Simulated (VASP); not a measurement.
**Sc7VN8: single point with PBEsol**

Crystal: Sc7VN8.

```xyz
16
Lattice="-4.4041 4.4041 0.0000 -4.4041 0.0000 4.4041 0.0000 4.4041 4.4041" Properties=species:S:1:pos:R:3 pbc="T T T"
Sc    0.0000    0.0000    0.0000
Sc   -2.2020    2.2020    0.0000
Sc   -2.2020    0.0000    2.2020
Sc    0.0000    2.2020    2.2020
Sc   -4.4041    2.2020    2.2020
Sc   -2.2020    4.4041    2.2020
Sc   -2.2020    2.2020    4.4041
V    -4.4041    4.4041    4.4041
N    -6.6061    6.6061    6.6061
N    -4.4041    4.4041    6.5371
N    -4.4041    6.5371    4.4041
N    -6.5371    4.4041    4.4041
N    -2.2710    4.4041    4.4041
N    -4.4041    2.2710    4.4041
N    -4.4041    4.4041    2.2710
N    -2.2020    2.2020    2.2020
```

```json
{"Program": "VASP 6.6.1", "Task": "single point", "Functional": "PBEsol", "Potentials or basis": "VASP PAW PBE potentials, release 64 (Sc_sv, V_sv, N)", "Cutoff": "520 eV", "k mesh": "8 × 8 × 8", "Occupations": "gaussian, width 0.1 eV", "Spin": "no spin polarisation"}
```

```yaml
Pressure: 1.0 GPa
Largest_force: 0.012 eV/Å
Band_gap_on_the_k_mesh: zero (bands 65 and 66 overlap by 1.20 eV)
```

Forces on the atoms (eV/Å):
```
Sc   0.000  0.000  0.000
Sc   0.000  0.000  0.000
Sc   0.000  0.000  0.000
Sc   0.000  0.000  0.000
Sc   0.000  0.000  0.000
Sc   0.000  0.000  0.000
Sc   0.000  0.000  0.000
V    0.000  0.000  0.000
N    0.000  0.000  0.000
N    0.000  0.000 -0.012
N    0.000 -0.012  0.000
N    0.012  0.000  0.000
N   -0.012  0.000  0.000
N    0.000  0.012  0.000
N    0.000  0.000  0.012
N    0.000  0.000  0.000
```

Levels at points of the mesh, in eV from the Fermi level:
| k point | band 62 | band 63 | band 64 | band 65 | band 66 | band 67 | band 68 | band 69 |
| --- | --- | --- | --- | --- | --- | --- | --- | --- |
| (0.00, 0.00, 0.00) | -1.38 | -1.38 | -1.38 | -0.81 | -0.81 | -0.81 | 0.84 | 0.84 |
| (0.50, 0.00, 0.00) | -2.70 | -2.54 | -2.54 | 0.13 | 0.33 | 0.33 | 1.48 | 1.48 |
| (0.50, 0.50, 0.00) | -1.87 | -1.73 | -1.73 | -0.77 | 0.22 | 0.76 | 0.76 | 1.97 |

Wall time 19 min on 1 thread of AMD EPYC 7R13 Processor (Zen 3), with other jobs on the host, peak memory 0.44 GiB.

Caveat: the PAW data sets were made with another functional, which shifts forces and pressure a little; the run has no spin polarisation, though such a crystal can be magnetic. With open d or f shells a metallic result of PBEsol can be an artefact of self-interaction; +U or a hybrid may open a gap.
